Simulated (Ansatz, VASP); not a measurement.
Two plane-wave programs on Pd

```
CELL_PARAMETERS angstrom
0.00000 1.94650 1.94650
1.94650 0.00000 1.94650
1.94650 1.94650 0.00000
ATOMIC_POSITIONS crystal
Pd 0.00000 0.00000 0.00000
```

Alike in both runs: task relaxation of cell and atoms; functional PBEsol; dispersion D4; k mesh 12 × 12 × 12; occupations fermi-dirac, width 0.05 eV; no spin polarisation.

|  | VASP | Ansatz |
| --- | --- | --- |
| version | VASP 6.6.1 | Ansatz 0.2.0 |
| potentials or method | VASP PAW PBE potentials, release 64 (Pd) | Ansatz PAW |
| plane-wave cutoff (eV) | 600 | 420 |
| valence electrons in the cell | 10 | 18 |

Ansatz gave:

| Property | Result |
| --- | --- |
| relaxed volume (Å³/atom) | 14.33 |
| relaxed cell length with the largest relative difference (Å) | 2.726 |

Q: What did VASP give for the same quantities?

A: Relaxed volume (Å³/atom): 14.31; relaxed cell length with the largest relative difference (Å): 2.725.

VASP's potentials were made for PBE, not for PBEsol. VASP's potentials hold 10 valence electrons a cell and Ansatz's 18, so a difference there can come from the potentials and not from the codes.

Noted on Ansatz's run: the plane-wave basis is chosen anew once the cell has moved, so the energies of steps on either side of that aren't comparable.
